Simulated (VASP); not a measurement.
# Ge3S (P4/mmm) in VASP: single point with PBE

Aim: the single point of Ge3S with PBE.

Everything below comes from runs of VASP 6.6.1. Logs are shortened: lines on timing, memory, paths and dates and some standing lists are left out, and cuts for length are marked.

### 1 The cell of the first run

It takes space group P4/mmm (No. 123, tetragonal). Conventional cell: a = 4.790 Å, b = 4.790 Å, c = 3.270 Å, α = 90.00°, β = 90.00°, γ = 90.00°. Within 3.8 Å of Ge (site symmetry 4/mmm) lie 10 Ge at 2.90 to 3.27 Å and 4 S at 3.39 Å. Within 3.8 Å of Ge (site symmetry mmm) lie 10 Ge at 2.90 to 3.39 Å and 4 S at 2.90 Å. Within 3.8 Å of S (site symmetry 4/mmm) lie 12 Ge at 2.90 to 3.39 Å and 2 S at 3.27 Å.

### 2 Single point, PBE

The input, INCAR:

```
PREC = Accurate ; ENCUT = 520
EDIFF = 1E-7 ; ISMEAR = 0
SIGMA = 0.1 ; LREAL = F
LASPH = T ; NELM = 80
ALGO = Normal ; ISIF = 2
LWAVE = F ; LCHARG = T
GGA = PE ; LELF = T
LVHAR = T ; NBANDS = 32
```

The input, KPOINTS:

```
Automatic mesh
0
Gamma
  12 12 12
```

The input, POSCAR:

```
Ge3S
1.0
    4.7903125405      0.0000000000      0.0000000000
    0.0000000000      4.7903125405      0.0000000000
    0.0000000000      0.0000000000      3.2697261689
Ge S
3 1
Direct
    0.5000000000      0.5000000000      0.0000000000
    0.5000000000      0.0000000000      0.5000000000
    0.0000000000      0.5000000000      0.5000000000
    0.0000000000      0.0000000000      0.0000000000
```

Potentials or basis: VASP PAW PBE potentials, release 64 (Ge_d, S).

On the command line:

```console
cat potpaw_PBE.64/Ge_d/POTCAR potpaw_PBE.64/S/POTCAR > POTCAR
mpirun -np 1 vasp_std > vasp.out
```

OUTCAR:

```text
PREC = Accurate
   ENCUT = 520
   EDIFF = 1E-7
   ISMEAR = 0
   LREAL = F
   LASPH = T
   NELM = 80
   ISIF = 2
   GGA = PE

 ion  position               nearest neighbor table
   1  0.500  0.500  0.000-   2 2.90   3 2.90   2 2.90   3 2.90   2 2.90   2 2.90   3 2.90   3 2.90

   2  0.500  0.000  0.500-   1 2.90   1 2.90   1 2.90   1 2.90
   3  0.000  0.500  0.500-   1 2.90   1 2.90   1 2.90   1 2.90
   4  0.000  0.000  0.000-

  LATTYP: Found a simple tetragonal cell.
 ALAT       =     4.7903125405
 C/A-ratio  =     0.6825705298

  Lattice vectors:

 A1 = (   4.7903125405,   0.0000000000,   0.0000000000)
 A2 = (   0.0000000000,   4.7903125405,   0.0000000000)
 A3 = (   0.0000000000,   0.0000000000,   3.2697261689)

Analysis of symmetry for initial positions (statically):
=====================================================================
 Subroutine PRICEL returns:
 Original cell was already a primitive cell.

 Routine SETGRP: Setting up the symmetry group for a
 simple tetragonal supercell.

 Subroutine GETGRP returns: Found 16 space group operations
 (whereof 16 operations were pure point group operations)
 out of a pool of 16 trial point group operations.

The static configuration has the point symmetry D_4h.

Analysis of symmetry for dynamics (positions and initial velocities):
=====================================================================
 Subroutine PRICEL returns:
 Original cell was already a primitive cell.

 Routine SETGRP: Setting up the symmetry group for a
 simple tetragonal supercell.

 Subroutine GETGRP returns: Found 16 space group operations
 (whereof 16 operations were pure point group operations)
 out of a pool of 16 trial point group operations.

The dynamic configuration has the point symmetry D_4h.

 Subroutine INISYM returns: Found 16 space group operations
 (whereof 16 operations are pure point group operations),
 and found     1 'primitive' translations

----------------------------------------------------------------------------------------

                                     Primitive cell

  volume of cell :      75.0307

  direct lattice vectors                    reciprocal lattice vectors
     4.790312541  0.000000000  0.000000000     0.208754646  0.000000000  0.000000000
     0.000000000  4.790312541  0.000000000     0.000000000  0.208754646  0.000000000
[... 88 lines left out ...]
   NELM   =     80;   NELMIN=  2; NELMDL= -5     # of ELM steps
   EDIFF  = 0.1E-06   stopping-criterion for ELM
   LREAL  =      F    real-space projection
   EDIFFG = 0.1E-05   stopping-criterion for IOM
   NSW    =      0    number of steps for IOM
   IBRION =     -1    ionic relax: 0-MD 1-quasi-New 2-CG
   NFREE  =      0    steps in history (QN), initial steepest desc. (CG)
   ISIF   =      2    stress and relaxation
   ISYM   =      2    0-nonsym 1-usesym 2-fastsym
   POTIM  = 0.5000    time-step for ionic-motion
   TEBEG  =    0.0;   TEEND  =   0.0 temperature during run
   PSTRESS=    0.0 pullay stress
   NELECT =      48.0000    total number of electrons
   NUPDOWN=      -1.0000    fix difference up-down
   EMIN   =  10.00;   EMAX   =-10.00  energy-range for DOS
   EFERMI =   0.00;   METHOD = LEGACY
   ISMEAR =     0;   SIGMA  =   0.10  broadening in eV -4-tet -1-fermi 0-gaus
   EFERMI_NEDOS =   21; number of points for ismear=-14 and -15
   IALGO  =     38    algorithm
   IMIX   =      4    mixing-type and parameters
     AMIX     =   0.40;   BMIX     =  1.00
     AMIX_MAG =   1.60;   BMIX_MAG =  1.00
  volume/ion in A,a.u.               =      18.76       126.58
  Fermi-wavevector in a.u.,A,eV,Ry     =   1.410616  2.665678 27.073392  1.989838
  Thomas-Fermi vector in A             =   2.532552
   LORBIT       =      0    0 simple, 1 ext, 2 COOP (PROOUT), +10 PAW based schemes
   GGA     = PE    functional components
   LHFCALC =     F    Hartree Fock is set to
   AEXX    =    0.0000 exact exchange contribution
   IVDW    =     0    specifies the selected vdW correction
   LEPSILON=     F    determine dielectric tensor
   LRPA    =     F    only Hartree local field effects (RPA)
 non-spin polarized calculation
 Gauss-broadening in eV      SIGMA  =   0.10
  energy-cutoff  :      520.00
  volume of cell :       75.03
 maximum number of plane-waves:      2052
 NGX is ok and might be reduce to    36
   NGX = 17   NGY = 17   NGZ = 13

 number of electron      47.9999943 magnetization

 Free energy of the ion-electron system (eV)
  ---------------------------------------------------
  ext. energy  EPLUGINS =         0.00000000
  ---------------------------------------------------
  free energy    TOTEN  =       -16.55659015 eV

  energy without entropy =      -16.54658333  energy(sigma->0) =      -16.55158674

 E-fermi :   6.6461     XC(G=0): -11.0670

 val. band max:        6.6453637042   @ k =   0.5000   0.0000   0.1667
 cond. band min:       6.6527446308   @ k =   0.5000   0.0833   0.5000
 fundamental gap:      0.0073809267
 Fermi energy:         6.6460692091

 k-point     1 :       0.0000    0.0000    0.0000
  band No.  band energies     occupation
      1     -18.3314      2.00000
      2     -18.3258      2.00000
      3     -18.2974      2.00000
      4     -18.2974      2.00000
      5     -18.2974      2.00000
      6     -18.2700      2.00000
[... 829 lines left out ...]
     31      11.8281      0.00000
     32      12.9294      0.00000

 [... further k-points ...]

------------------------ aborting loop because EDIFF is reached ----------------------------------------

  FORCE on cell =-STRESS in cart. coord.  units (eV):
  Direction    XX          YY          ZZ          XY          YZ          ZX
  --------------------------------------------------------------------------------------
  -------------------------------------------------------------------------------------
  Total       -0.0046532     -0.0046532     -0.0043612      0.0000000      0.0000000      0.0000000
  in kB       -0.0993636     -0.0993636     -0.0931283      0.0000000      0.0000000      0.0000000
  external PRESSURE =      -0.0972851 kB  Pullay stress =       0.0000000 kB

 VOLUME and BASIS-vectors are now :
 -----------------------------------------------------------------------------
  energy-cutoff  :      520.00
  volume of cell :       75.03
      direct lattice vectors                 reciprocal lattice vectors
     4.790312541  0.000000000  0.000000000     0.208754646  0.000000000  0.000000000
     0.000000000  4.790312541  0.000000000     0.000000000  0.208754646  0.000000000
     0.000000000  0.000000000  3.269726169     0.000000000  0.000000000  0.305836008

 POSITION                                       TOTAL-FORCE (eV/Angst)
 -----------------------------------------------------------------------------------
      2.39516      2.39516      0.00000         0.000000      0.000000      0.000000
      2.39516      0.00000      1.63486         0.000000      0.000000      0.000000
      0.00000      2.39516      1.63486         0.000000      0.000000      0.000000
      0.00000      0.00000      0.00000         0.000000      0.000000      0.000000
 -----------------------------------------------------------------------------------
    total drift:                                0.000000      0.000000      0.000000

  FREE ENERGIE OF THE ION-ELECTRON SYSTEM (eV)
  ---------------------------------------------------
  free  energy   TOTEN  =       -16.5565901477 eV

  energy  without entropy=      -16.5465833276  energy(sigma->0) =      -16.55158674
```

OSZICAR:

```text
N       E                     dE             d eps       ncg     rms          rms(c)
DAV:   1     0.414700934922E+03    0.41470E+03   -0.22886E+04 15288   0.395E+03
DAV:   2     0.569265530193E+02   -0.35777E+03   -0.34071E+03 12584   0.824E+02
DAV:   3    -0.130278294515E+02   -0.69954E+02   -0.68199E+02 15088   0.193E+02
DAV:   4    -0.166814906781E+02   -0.36537E+01   -0.36388E+01 14264   0.494E+01
DAV:   5    -0.167667213283E+02   -0.85231E-01   -0.85212E-01 14912   0.851E+00    0.640E+00
DAV:   6    -0.165673011851E+02    0.19942E+00   -0.40762E-01 19096   0.674E+00    0.380E+00
DAV:   7    -0.165587210257E+02    0.85802E-02   -0.10772E-01 16176   0.345E+00    0.203E+00
DAV:   8    -0.165567571989E+02    0.19638E-02   -0.19872E-02 15736   0.188E+00    0.155E-01
DAV:   9    -0.165565419015E+02    0.21530E-03   -0.21531E-03 15128   0.488E-01    0.925E-02
DAV:  10    -0.165565923007E+02   -0.50399E-04   -0.46002E-04 14848   0.320E-01    0.292E-02
DAV:  11    -0.165565862394E+02    0.60612E-05   -0.53024E-05 15256   0.116E-01    0.133E-02
DAV:  12    -0.165565899111E+02   -0.36716E-05   -0.72038E-06 18064   0.675E-02    0.243E-03
DAV:  13    -0.165565902984E+02   -0.38735E-06   -0.12493E-06 18320   0.240E-02    0.148E-03
DAV:  14    -0.165565901797E+02    0.11868E-06   -0.13159E-07  8528   0.108E-02    0.303E-04
DAV:  15    -0.165565901477E+02    0.32053E-07   -0.10348E-07  8360   0.617E-03
   1 F= -.16556590E+02 E0= -.16551587E+02  d E =-.100068E-01
```

stdout:

```text
POSCAR found type information on POSCAR GeS
 POSCAR found :  2 types and       4 ions
 scaLAPACK will be used
 LDA part: xc-table for (Slater+PW92), standard interpolation
 POSCAR, INCAR and KPOINTS ok, starting setup
 FFT: planning ... GRIDC
 FFT: planning ... GRID_SOFT
 FFT: planning ... GRID
 WAVECAR not read
 entering main loop
```

Run time: 5 min. Hardware: 1 thread of Intel Xeon Platinum 8488C (Sapphire Rapids), shared host; peak memory 0.45 GiB.

What came out:

* Free energy: -16.5566 eV
* Pressure: 0.0 GPa
* Band gap on the k mesh: zero (band 24 reaches 9.20 eV, above the bottom of band 25 at 4.96 eV)
